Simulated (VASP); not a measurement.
Write the native input for VASP 6.6.1 that does the following.

* Task: single point
* Functional: r2SCAN
* Potentials or basis: VASP PAW PBE potentials, release 64 (Cd, F)
* Cutoff: 520 eV
* k mesh: 9 × 9 × 9
* Occupations: gaussian, width 0.02 eV
* Spin: no spin polarisation
* Dipole correction: no
* Further INCAR settings: ALGO = Normal; EDIFF = 1e-07; NBANDS = 20

The system is CdF2.

```
CELL_PARAMETERS angstrom
3.84588 0.00000 0.00000
-1.92294 3.33063 0.00000
1.92294 1.11021 3.07203
ATOMIC_POSITIONS crystal
Cd 0.00000 0.00000 0.00000
F 0.49836 0.74918 0.75246
F 0.50164 0.25082 0.24754
```

These files were run (other wordings do the same):

POSCAR

```
CdF2
1.0
    3.8458797618      0.0000000000      0.0000000000
   -1.9229398809      3.3306295736      0.0000000000
    1.9229398809      1.1102098579      3.0720266160
Cd F
1 2
Direct
    0.0000000000      0.0000000000      0.0000000000
    0.4983568356      0.7491784178      0.7524647466
    0.5016431644      0.2508215822      0.2475352534
```

INCAR.step1

```
SYSTEM = CdF2
ALGO     = Normal         ! electronic algorithm
EDIFF    = 1E-4           ! SCF threshold, eV
ENCUT    = 520            ! plane-wave cutoff, eV
GGA      = PE             ! functional
ISMEAR   = 0              ! smearing method
LASPH    = .TRUE.         ! aspherical terms in the spheres
LCHARG   = .FALSE.        ! write CHGCAR
LREAL    = .FALSE.        ! projectors in reciprocal space
LWAVE    = .TRUE.         ! write WAVECAR
NBANDS   = 20             ! bands
NELM     = 80             ! most SCF steps
PREC     = Accurate       ! precision mode
SIGMA    = 0.02           ! smearing width, eV
```

INCAR.step2

```
SYSTEM = CdF2
ALGO     = Normal         ! electronic algorithm
EDIFF    = 1E-7           ! SCF threshold, eV
ENCUT    = 520            ! plane-wave cutoff, eV
ISIF     = 2              ! what is computed and relaxed
ISMEAR   = 0              ! smearing method
ISTART   = 1            
LASPH    = .TRUE.         ! aspherical terms in the spheres
LCHARG   = .FALSE.        ! write CHGCAR
LMIXTAU  = .TRUE.       
LREAL    = .FALSE.        ! projectors in reciprocal space
LWAVE    = .FALSE.        ! write WAVECAR
METAGGA  = R2SCAN         ! meta-GGA
NBANDS   = 20             ! bands
NELM     = 80             ! most SCF steps
PREC     = Accurate       ! precision mode
SIGMA    = 0.02           ! smearing width, eV
```

KPOINTS

```
k-points
0
G
  9 9 9
  0 0 0
```

Potentials or basis: VASP PAW PBE potentials, release 64 (Cd, F).

Run with:

```sh
$ cat potpaw_PBE.64/Cd/POTCAR potpaw_PBE.64/F/POTCAR > POTCAR
$ cp INCAR.step1 INCAR
$ mpirun -np 1 vasp_std > vasp.out
$ cp INCAR.step2 INCAR
$ mpirun -np 1 vasp_std > vasp.out
```

It gave:

```json
{"Pressure": "0.3 GPa", "Largest force": "0.013 eV/Å", "Band gap on the k mesh": "3.75 eV, indirect (least direct gap 4.18 eV)"}
```

Caveat: the PAW data sets were made with another functional, which shifts forces and pressure a little.

It took 7.3 min on 1 thread of Intel Xeon 8259CL (shared host), peak memory 0.21 GiB.
